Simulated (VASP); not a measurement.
A run of VASP 6.6.1 is set up as follows.

Contents of INCAR:

```
ALGO = Fast
EDIFF = 1E-6
ENCUT = 520
GGA = PS
ISIF = 2
ISMEAR = 0
LASPH = T
LCHARG = F
LREAL = F
LWAVE = F
NBANDS = 14
NELM = 80
PREC = Accurate
SIGMA = 0.15
```

The input KPOINTS:

```
k-points
0
Gamma
  18 18 10
```

File POSCAR:

```
TiAl
1.0
    2.9425000000      0.0000000000      0.0000000000
   -1.4712500000      2.5482797506      0.0000000000
    0.0000000000      0.0000000000      4.9887000000
Ti Al
1 1
Direct
    0.0000000000      0.0000000000      0.0000000000
    0.3333333333      0.6666666667      0.5000000000
```

Potentials or basis: VASP PAW PBE potentials, release 64 (Ti_sv, Al).

Run with:

```console
$ cat potpaw_PBE.64/Ti_sv/POTCAR potpaw_PBE.64/Al/POTCAR > POTCAR
$ mpirun -np 1 vasp_std > vasp.out
```

Predict the band gap on the k mesh.

zero (an odd number of electrons rules out a gap without spin polarisation).

Estimate the pressure.

-12.2 GPa.

Stress tensor (GPa, compression positive):
```
-10.07   0.00   0.00
  0.00 -10.07   0.00
  0.00   0.00 -16.53
```

Caveat: the stress differs along the axes, from -17 to -10 GPa; the PAW data sets were made with another functional, which shifts forces and pressure a little.
